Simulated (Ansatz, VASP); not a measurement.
## La2O3 in VASP and in Ansatz

INCAR

```
SYSTEM = La2O3
PREC = Accurate
ENCUT = 520
EDIFF = 1E-7
ISMEAR = 0
SIGMA = 0.01
LREAL = .FALSE.
LASPH = .TRUE.
NELM = 80
ALGO = Normal
ISIF = 2
LWAVE = .FALSE.
LCHARG = .TRUE.
LELF = .TRUE.
LVHAR = .TRUE.
NBANDS = 28
```

Contents of KPOINTS:

```
Automatic mesh
0
G
  6 6 4
  0 0 0
```

Contents of POSCAR:

```
La2O3
1.0
    3.8641417709      0.0000000000      0.0000000000
   -1.9320708855      3.3464443430      0.0000000000
    0.0000000000      0.0000000000      6.0083415429
La O
2 3
Direct
    0.6666666667      0.3333333333      0.7537640000
    0.3333333333      0.6666666667      0.2462360000
    0.6666666667      0.3333333333      0.3541090000
    0.3333333333      0.6666666667      0.6458910000
    0.0000000000      0.0000000000      0.0000000000
```

Input for Ansatz:

```yaml
crystal:
  lattice:
    - [3.8641417709032235, 0.0, 0.0]
    - [-1.9320708854516118, 3.3464443430398565, 0.0]
    - [0.0, 0.0, 6.00834154288007]
  atoms:
    - { symbol: La, position: [0.6666666666666666, 0.3333333333333333, 0.753764] }
    - { symbol: La, position: [0.3333333333333333, 0.6666666666666666, 0.246236] }
    - { symbol: O, position: [0.6666666666666666, 0.3333333333333333, 0.354109] }
    - { symbol: O, position: [0.3333333333333333, 0.6666666666666666, 0.645891] }
    - { symbol: O, position: [0.0, 0.0, 0.0] }
basis:
  ecutwfc: 550.0
kpoints:
  mp_grid:
    grid: [6, 6, 4]
hamiltonian:
  xc: lda
  pseudopotentials:
    kind: paw
scf:
  occupations:
    method: fixed
output:
  stress: true
```

Alike in both runs: task single point; functional LDA; k mesh 6 × 6 × 4; no spin polarisation.

|  | VASP | Ansatz |
| --- | --- | --- |
| version | VASP 6.6.1 | Ansatz 0.2.0 |
| potentials or method | VASP PAW LDA potentials, release 64 (La, O), cutoff 520 eV | plane waves, PAW |
| occupations | gaussian, width 0.01 eV | fixed |
| valence electrons in the cell | 40 | 40 |

```tsv
	VASP	Ansatz	Ansatz less VASP
pressure (GPa)	0.8	0.8	+0.03
traceless stress, the component that is largest in VASP (GPa)	-0.85	-0.84	+0.013
```

LDA's correlation is that of Perdew and Zunger in VASP and of Perdew and Wang (1992) in Ansatz.

Neither program's run includes spin-orbit coupling.
